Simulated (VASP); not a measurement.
A run of VASP 6.6.1:

INCAR

```
PREC = Accurate ; ENCUT = 600
EDIFF = 1E-6 ; ISMEAR = -1
SIGMA = 0.15 ; LREAL = F
LASPH = T ; NELM = 200
ALGO = Normal ; ISIF = 2
LWAVE = F ; LCHARG = F
LNONCOLLINEAR = T ; MAGMOM = 0.258 0.177 -0.216 0 0 0 0 0 0
LORBIT = 11 ; LMAXMIX = 4
GGA = LIBXC ; LIBXC1 = GGA_X_RPBE
LIBXC2 = GGA_C_LYP ; NBANDS = 35
GGA_COMPAT = F
```

KPOINTS

```
Automatic mesh
0
Gamma
  7 7 7
```

The input POSCAR:

```
HfO2
1.0
    0.0000000000      2.5575000000      2.5575000000
    2.5575000000      0.0000000000      2.5575000000
    2.5575000000      2.5575000000      0.0000000000
Hf O
1 2
Direct
    0.0000000000      0.0000000000      0.0000000000
    0.7500000000      0.7500000000      0.7500000000
    0.2500000000      0.2500000000      0.2500000000
```

Potentials or basis: VASP PAW PBE potentials, release 64 (Hf_pv, O).

Run with:

```sh
$ cat potpaw_PBE.64/Hf_pv/POTCAR potpaw_PBE.64/O/POTCAR > POTCAR
$ mpirun -np 1 vasp_ncl > vasp.out
```

Hardware: 1 thread of Intel(R) Xeon(R) Platinum 8559C (Emerald Rapids) (shared host).

Q: Estimate the wall time of this run.

A: It took 9.6 min on 1 thread of Intel(R) Xeon(R) Platinum 8559C (Emerald Rapids) (shared host), peak memory 0.52 GiB. Counts: scf iterations 15, k points 172.
